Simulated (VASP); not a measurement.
## H4IN: single point with LDA

H4IN:

```
CELL_PARAMETERS angstrom
6.14945 0.00000 0.00000
0.00000 6.14945 0.00000
0.00000 0.00000 4.41368
ATOMIC_POSITIONS crystal
H 0.36244 0.50000 0.13469
H 0.50000 0.36244 0.86531
H 0.50000 0.63756 0.86531
H 0.63756 0.50000 0.13469
H 0.86244 0.00000 0.86531
H 0.00000 0.86244 0.13469
H 0.00000 0.13756 0.13469
H 0.13756 0.00000 0.86531
I 0.00000 0.50000 0.45147
I 0.50000 0.00000 0.54853
N 0.50000 0.50000 0.00000
N 0.00000 0.00000 0.00000
```

```
Program                : VASP 6.6.1
Task                   : single point
Functional             : LDA
Potentials or basis    : VASP PAW LDA potentials, release 64 (H, I, N)
Cutoff                 : 600 eV
k mesh                 : 3 × 3 × 4
Occupations            : gaussian, width 0.01 eV
Spin                   : no spin polarisation
Dipole correction      : no
Further INCAR settings : ALGO = Normal; EDIFF = 1e-06; NBANDS = 28
```

```
Pressure               : -0.2 GPa
Largest force          : 0.636 eV/Å
Band gap on the k mesh : 3.40 eV
```

Forces in eV/Å, atoms in the order of the input:
```
H   -0.521  0.000  0.364
H    0.000 -0.521 -0.364
H    0.000  0.521 -0.364
H    0.521  0.000  0.364
H   -0.521  0.000 -0.364
H    0.000 -0.521  0.364
H    0.000  0.521  0.364
H    0.521  0.000 -0.364
I    0.000  0.000 -0.154
I    0.000  0.000  0.154
N    0.000  0.000  0.000
N    0.000  0.000  0.000
```

Stress tensor (GPa, compression positive):
```
-0.25  0.00  0.00
 0.00 -0.25  0.00
 0.00  0.00 -0.01
```

Levels at points of the mesh, in eV from the valence-band top:
```tsv
k point	band 14	band 15	band 16	band 17	band 18	band 19
(0.00, 0.00, 0.00)	-0.15	-0.12	0.00	3.40	4.09	5.55
(0.00, 0.00, 0.50)	-1.37	-0.17	-0.17	5.65	5.87	6.08
```

Wall time 29 s on 1 thread of Intel(R) Xeon(R) 6975P-C (Granite Rapids), on a shared host, peak memory 0.25 GiB.

Caveat: spin-orbit coupling is left out, which moves the levels of the heavy elements.
